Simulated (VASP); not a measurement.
Set up this calculation in VASP 6.6.1, as the native input.

```
Task                   : single point
Functional             : PBE
Potentials or basis    : VASP PAW PBE potentials, release 64 (Cs_sv)
Cutoff                 : 520 eV
k mesh                 : 7 × 7 × 8
Occupations            : gaussian, width 0.1 eV
Spin                   : no spin polarisation
Dipole correction      : no
Further INCAR settings : ALGO = Fast; EDIFF = 1e-06; NBANDS = 10; ISYM = 0
```

The structure of Cs lies in POSCAR:

```
Cs
1.0
    5.3329192166      0.0000000000      0.0000000000
   -1.7776397389      5.0279244554      0.0000000000
    1.7776397389      2.5139622277      4.3543103067
Cs
1
Direct
    0.0000000000      0.0000000000      0.0000000000
```

These files were run (other wordings do the same):

INCAR

```
SYSTEM = Cs
ALGO = Fast ; EDIFF = 1E-6
ENCUT = 520 ; GGA = PE
ISIF = 2 ; ISMEAR = 0
ISYM = 0 ; LASPH = .True.
LCHARG = .False. ; LREAL = .False.
LWAVE = .False. ; NBANDS = 10
NELM = 100 ; PREC = Accurate
SIGMA = 0.1
```

KPOINTS

```
k-points
0
Gamma
  7 7 8
  0 0 0
```

Potentials or basis: VASP PAW PBE potentials, release 64 (Cs_sv).

Launch:

```console
$ cat potpaw_PBE.64/Cs_sv/POTCAR > POTCAR
$ mpirun -np 1 vasp_std > vasp.out
```

It gave:

```json
{"Pressure": "0.0 GPa", "Band gap on the k mesh": "zero (an odd number of electrons rules out a gap without spin polarisation)"}
```

Caveat: spin-orbit coupling is left out, which moves the levels of the heavy elements.

It took 84 s on 1 thread of Intel(R) Xeon(R) Platinum 8488C (Sapphire Rapids), with other jobs on the host, peak memory 0.38 GiB.
